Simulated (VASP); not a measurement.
A run of VASP 6.6.1 is set up as follows.

File INCAR:

```
SYSTEM = YTl
ALGO = Normal ; EDIFF = 1E-6
ENCUT = 520 ; GGA = CA
ISIF = 2 ; ISMEAR = 0
LASPH = .TRUE. ; LCHARG = .TRUE.
LELF = .TRUE. ; LREAL = .FALSE.
LVHAR = .TRUE. ; LWAVE = .FALSE.
NBANDS = 19 ; NELM = 100
PREC = Accurate ; SIGMA = 0.15
```

Contents of KPOINTS:

```
k-points
0
G
  12 12 12
  0 0 0
```

The input POSCAR:

```
YTl
1.0
    3.7510000000      0.0000000000      0.0000000000
    0.0000000000      3.7510000000      0.0000000000
    0.0000000000      0.0000000000      3.7510000000
Y Tl
1 1
Direct
    0.5000000000      0.5000000000      0.5000000000
    0.0266595575      0.0000000000      0.0000000000
```

Potentials or basis: VASP PAW LDA potentials, release 64 (Y_sv, Tl_d).

Run with:

```sh
$ cat potpaw_LDA.64/Y_sv/POTCAR potpaw_LDA.64/Tl_d/POTCAR > POTCAR
$ mpirun -np 1 vasp_std > vasp.out
```

Task: What does it give for the pressure?

Result: -2.7 GPa.

Task: What does it give for the band gap on the k mesh?

Result: Zero (band 12 reaches 6.05 eV, above the bottom of band 13 at 3.42 eV).

Task: Predict the largest force.

Result: 0.206 eV/Å.

Forces in eV/Å, atoms in the order of the input:
```
Y    0.206  0.000  0.000
Tl  -0.206  0.000  0.000
```

Caveat: the cell differs from its parent crystal (all Tl atoms moved -0.100 Å, as atom 2 towards its neighbour atom 2 (Tl) at 3.751 Å); spin-orbit coupling is left out, which moves the levels of the heavy elements.
